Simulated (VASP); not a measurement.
# Zr (Pm-3m) in VASP: a series of runs

Runs on Zr. Level: PBE. Tasks: single point.

Everything below comes from runs of VASP 6.6.1. Logs are shortened: lines on timing, memory, paths and dates and some standing lists are left out, and cuts for length are marked.

## Step 1: The cell of the first run

Symmetry: Pm-3m, No. 221, cubic system. The conventional cell has a = 2.389 Å, b = 2.389 Å, c = 2.389 Å, α = 90.00°, β = 90.00°, γ = 90.00°. Zr (site symmetry m-3m) has 6 Zr at 2.39 Å within 3.2 Å.

## Step 2: Single point, PBE (volume scaled by 0.55)

Input file INCAR:

```
PREC = Accurate ; ENCUT = 520
EDIFF = 1E-6 ; ISMEAR = -1
SIGMA = 0.1 ; LREAL = False
LASPH = True ; NELM = 100
ALGO = Normal ; ISIF = 2
LWAVE = False ; LCHARG = False
GGA = PE ; NBANDS = 12
```

Input file KPOINTS:

```
Automatic mesh
0
Gamma
  14 14 14
```

Input file POSCAR:

```
Zr
1.0
    2.3892811007      0.0000000000      0.0000000000
    0.0000000000      2.3892811007      0.0000000000
    0.0000000000      0.0000000000      2.3892811007
Zr
1
Direct
    0.0000000000      0.0000000000      0.0000000000
```

Potentials or basis: VASP PAW PBE potentials, release 64 (Zr_sv).

Launch:

```sh
$ cat potpaw_PBE.64/Zr_sv/POTCAR > POTCAR
$ mpirun -np 1 vasp_std > vasp.out
```

OUTCAR:

```text
PREC = Accurate
   ENCUT = 520
   EDIFF = 1E-6
   ISMEAR = -1
   LREAL = False
   LASPH = True
   NELM = 100
   ISIF = 2
   GGA = PE

 ion  position               nearest neighbor table
   1  0.000  0.000  0.000-

  LATTYP: Found a simple cubic cell.
 ALAT       =     2.3892811007

  Lattice vectors:

 A1 = (   2.3892811007,   0.0000000000,   0.0000000000)
 A2 = (   0.0000000000,   2.3892811007,   0.0000000000)
 A3 = (   0.0000000000,   0.0000000000,   2.3892811007)

Analysis of symmetry for initial positions (statically):
=====================================================================
 Subroutine PRICEL returns:
 Original cell was already a primitive cell.

 Routine SETGRP: Setting up the symmetry group for a
 simple cubic supercell.

 Subroutine GETGRP returns: Found 48 space group operations
 (whereof 48 operations were pure point group operations)
 out of a pool of 48 trial point group operations.

The static configuration has the point symmetry O_h .

Analysis of symmetry for dynamics (positions and initial velocities):
=====================================================================
 Subroutine PRICEL returns:
 Original cell was already a primitive cell.

 Routine SETGRP: Setting up the symmetry group for a
 simple cubic supercell.

 Subroutine GETGRP returns: Found 48 space group operations
 (whereof 48 operations were pure point group operations)
 out of a pool of 48 trial point group operations.

The dynamic configuration has the point symmetry O_h .

 Subroutine INISYM returns: Found 48 space group operations
 (whereof 48 operations are pure point group operations),
 and found     1 'primitive' translations

----------------------------------------------------------------------------------------

                                     Primitive cell

  volume of cell :      13.6396

  direct lattice vectors                    reciprocal lattice vectors
     2.389281101  0.000000000  0.000000000     0.418535935  0.000000000  0.000000000
     0.000000000  2.389281101  0.000000000     0.000000000  0.418535935  0.000000000
     0.000000000  0.000000000  2.389281101     0.000000000  0.000000000  0.418535935

  length of vectors
     2.389281101  2.389281101  2.389281101     0.418535935  0.418535935  0.418535935

  position of ions in fractional coordinates (direct lattice)
     0.000000000  0.000000000  0.000000000

  ion indices of the primitive-cell ions
   primitive index   ion index
                 1           1

----------------------------------------------------------------------------------------

 KPOINTS: Automatic mesh

Automatic generation of k-mesh.
 Grid dimensions read from file:
 generate k-points for:   14   14   14

 Generating k-lattice:

  Cartesian coordinates                     Fractional coordinates (reciprocal lattice)
     0.029895424  0.000000000  0.000000000     0.071428571  0.000000000  0.000000000
     0.000000000  0.029895424  0.000000000     0.000000000  0.071428571  0.000000000
     0.000000000  0.000000000  0.029895424     0.000000000  0.000000000  0.071428571

  Length of vectors
     0.029895424  0.029895424  0.029895424

  Shift w.r.t. Gamma in fractional coordinates (k-lattice)
     0.000000000  0.000000000  0.000000000

 Subroutine IBZKPT returns following result:
 ===========================================

 Found    120 irreducible k-points:

 Following reciprocal coordinates:
            Coordinates               Weight
  0.000000  0.000000  0.000000      1.000000
  0.071429  0.000000  0.000000      6.000000
  0.142857  0.000000  0.000000      6.000000
  0.214286  0.000000  0.000000      6.000000
  0.285714  0.000000  0.000000      6.000000
  0.357143  0.000000  0.000000      6.000000
[... 16 lines left out ...]
  0.285714  0.214286  0.000000     24.000000
  0.357143  0.214286  0.000000     24.000000
 [... further k-points ...]
   k-points           NKPTS =    120   k-points in BZ     NKDIM =    120   number of bands    NBANDS=     12
   number of dos      NEDOS =    301   number of ions     NIONS =      1
   total plane-waves  NPLWV =   5832
   dimension x,y,z NGX =    18 NGY =   18 NGZ =   18
   dimension x,y,z NGXF=    36 NGYF=   36 NGZF=   36
   ions per type =               1
   NGX,Y,Z   is equivalent  to a cutoff of  12.52, 12.52, 12.52 a.u.
   NGXF,Y,Z  is equivalent  to a cutoff of  25.05, 25.05, 25.05 a.u.
 SYSTEM =  unknown system
   PREC   = accura    normal or accurate (medium, high low for compatibility)
   ISTART =      0    job   : 0-new  1-cont  2-samecut
   ICHARG =      2    charge: 1-file 2-atom 10-const
   ISPIN  =      1    spin polarized calculation?
   LNONCOLLINEAR =      F non collinear calculations
   LSORBIT =      F    spin-orbit coupling
   LASPH  =      T    aspherical Exc in radial PAW
   ENCUT  =  520.0 eV  38.22 Ry    6.18 a.u.   4.44  4.44  4.44*2*pi/ulx,y,z
   NELM   =    100;   NELMIN=  2; NELMDL= -5     # of ELM steps
   EDIFF  = 0.1E-05   stopping-criterion for ELM
   LREAL  =      F    real-space projection
   EDIFFG = 0.1E-04   stopping-criterion for IOM
   NSW    =      0    number of steps for IOM
   IBRION =     -1    ionic relax: 0-MD 1-quasi-New 2-CG
   NFREE  =      0    steps in history (QN), initial steepest desc. (CG)
   ISIF   =      2    stress and relaxation
   ISYM   =      2    0-nonsym 1-usesym 2-fastsym
   POTIM  = 0.5000    time-step for ionic-motion
   TEBEG  =    0.0;   TEEND  =   0.0 temperature during run
   PSTRESS=    0.0 pullay stress
   NELECT =      12.0000    total number of electrons
   NUPDOWN=      -1.0000    fix difference up-down
   EMIN   =  10.00;   EMAX   =-10.00  energy-range for DOS
   EFERMI =   0.00;   METHOD = LEGACY
   ISMEAR =    -1;   SIGMA  =   0.10  broadening in eV -4-tet -1-fermi 0-gaus
   EFERMI_NEDOS =   21; number of points for ismear=-14 and -15
   IALGO  =     38    algorithm
   IMIX   =      4    mixing-type and parameters
     AMIX     =   0.40;   BMIX     =  1.00
     AMIX_MAG =   1.60;   BMIX_MAG =  1.00
  volume/ion in A,a.u.               =      13.64        92.04
  Fermi-wavevector in a.u.,A,eV,Ry     =   1.568681  2.964377 33.480678  2.460760
  Thomas-Fermi vector in A             =   2.670676
   LORBIT       =      0    0 simple, 1 ext, 2 COOP (PROOUT), +10 PAW based schemes
   GGA     = PE    functional components
   LHFCALC =     F    Hartree Fock is set to
   AEXX    =    0.0000 exact exchange contribution
   IVDW    =     0    specifies the selected vdW correction
   LEPSILON=     F    determine dielectric tensor
   LRPA    =     F    only Hartree local field effects (RPA)
 non-spin polarized calculation
  energy-cutoff  :      520.00
  volume of cell :       13.64
 maximum number of plane-waves:       379
 NGX is ok and might be reduce to    18
   NGX =  9   NGY =  9   NGZ =  9

 number of electron      12.0000000 magnetization

 Free energy of the ion-electron system (eV)
  ---------------------------------------------------
  ext. energy  EPLUGINS =         0.00000000
  ---------------------------------------------------
  free energy    TOTEN  =        -4.97583000 eV

  energy without entropy =       -4.94871556  energy(sigma->0) =       -4.96227278

 E-fermi :  16.0274     XC(G=0): -13.6961

 val. band max:       16.0208307930   @ k =   0.5000   0.1429   0.1429
 cond. band min:      16.0282155712   @ k =   0.3571   0.2143   0.2143
 fundamental gap:      0.0073847782
 Fermi energy:        16.0274087001

 k-point     1 :       0.0000    0.0000    0.0000
  band No.  band energies     occupation
      1     -33.3967      2.00000
      2      -8.3385      2.00000
      3      -8.3385      2.00000
      4      -8.3385      2.00000
      5      11.0425      2.00000
      6      12.0059      2.00000
      7      12.0059      2.00000
      8      26.1828      0.00000
      9      26.1828      0.00000
     10      26.1828      0.00000
     11      34.9067      0.00000
     12      34.9067      0.00000

 k-point     2 :       0.0714    0.0000    0.0000
  band No.  band energies     occupation
      1     -33.3520      2.00000
      2      -8.6709      2.00000
      3      -8.3109      2.00000
      4      -8.3109      2.00000
      5      11.2627      2.00000
      6      12.0745      2.00000
      7      12.4375      2.00000
      8      25.5872      0.00000
      9      25.5872      0.00000
     10      26.2196      0.00000
     11      34.0248      0.00000
     12      35.4956      0.00000

 k-point     3 :       0.1429    0.0000    0.0000
  band No.  band energies     occupation
      1     -33.2242      2.00000
      2      -9.5397      2.00000
      3      -8.2325      2.00000
      4      -8.2325      2.00000
      5      11.6950      2.00000
      6      12.2729      2.00000
      7      13.7949      2.00000
      8      24.2375      0.00000
      9      24.2375      0.00000
     10      26.3244      0.00000
     11      32.2130      0.00000
     12      36.7700      0.00000
[... 286 lines left out ...]
 k-point    23 :       0.2857    0.2143    0.0000
  band No.  band energies     occupation
      1     -32.4537      2.00000
      2     -11.4927      2.00000
      3     -10.2017      2.00000
      4      -7.7749      2.00000
      5      13.4299      2.00000
      6      14.5548      2.00000
      7      18.0388      0.00000
      8      20.8825      0.00000
      9      21.7933      0.00000
     10      23.5715      0.00000
     11      30.6839      0.00000
     12      34.3041      0.00000

 k-point    24 :       0.3571    0.2143    0.0000
  band No.  band energies     occupation
      1     -32.2457      2.00000
      2     -12.4196      2.00000
      3     -10.0394      2.00000
      4      -7.6575      2.00000
      5      13.4184      2.00000
      6      14.4415      2.00000
      7      18.4291      0.00000
      8      20.8102      0.00000
      9      22.3198      0.00000
     10      23.7814      0.00000
     11      30.3033      0.00000
     12      35.0310      0.00000

 [... further k-points ...]
[... 5 lines left out ...]
  --------------------------------------------------------------------------------------
  -------------------------------------------------------------------------------------
  Total       10.8549127     10.8549127     10.8549127      0.0000000      0.0000000     -0.0000000
  in kB     1275.0733622   1275.0733622   1275.0733622      0.0000000      0.0000000     -0.0000000
  external PRESSURE =    1275.0733622 kB  Pullay stress =       0.0000000 kB

 VOLUME and BASIS-vectors are now :
 -----------------------------------------------------------------------------
  energy-cutoff  :      520.00
  volume of cell :       13.64
      direct lattice vectors                 reciprocal lattice vectors
     2.389281101  0.000000000  0.000000000     0.418535935  0.000000000  0.000000000
     0.000000000  2.389281101  0.000000000     0.000000000  0.418535935  0.000000000
     0.000000000  0.000000000  2.389281101     0.000000000  0.000000000  0.418535935

 POSITION                                       TOTAL-FORCE (eV/Angst)
 -----------------------------------------------------------------------------------
      0.00000      0.00000      0.00000         0.000000      0.000000      0.000000
 -----------------------------------------------------------------------------------
    total drift:                               -0.000000      0.000000      0.000000

  FREE ENERGIE OF THE ION-ELECTRON SYSTEM (eV)
  ---------------------------------------------------
  free  energy   TOTEN  =        -4.9758299953 eV

  energy  without entropy=       -4.9487155632  energy(sigma->0) =       -4.96227278
```

Run time: 5.8 s. Hardware: 1 thread of Intel Xeon 6975P-C (Granite Rapids), shared host; peak memory 0.13 GiB.

What came out:

| Property | Result |
| --- | --- |
| Free energy | -4.9758 eV |
| Pressure | 127.5 GPa |
| Band gap on the k mesh | zero (band 6 reaches 17.66 eV, above the bottom of band 7 at 11.72 eV) |

Levels at points of the mesh, in eV from the Fermi level:
| k point | band 3 | band 4 | band 5 | band 6 | band 7 | band 8 | band 9 | band 10 |
| --- | --- | --- | --- | --- | --- | --- | --- | --- |
| (0.00, 0.00, 0.00) | -24.37 | -24.37 | -4.98 | -4.02 | -4.02 | 10.16 | 10.16 | 10.16 |
| (0.50, 0.00, 0.00) | -23.78 | -23.78 | -2.35 | -1.19 | 2.55 | 3.41 | 3.41 | 10.96 |
| (0.50, 0.50, 0.00) | -28.66 | -23.24 | -7.06 | 0.19 | 4.90 | 4.90 | 9.69 | 9.69 |
| (0.50, 0.50, 0.50) | -27.81 | -27.81 | -4.31 | -4.31 | -4.31 | 5.73 | 15.10 | 15.10 |

(Part 1 of 2 ends here.)
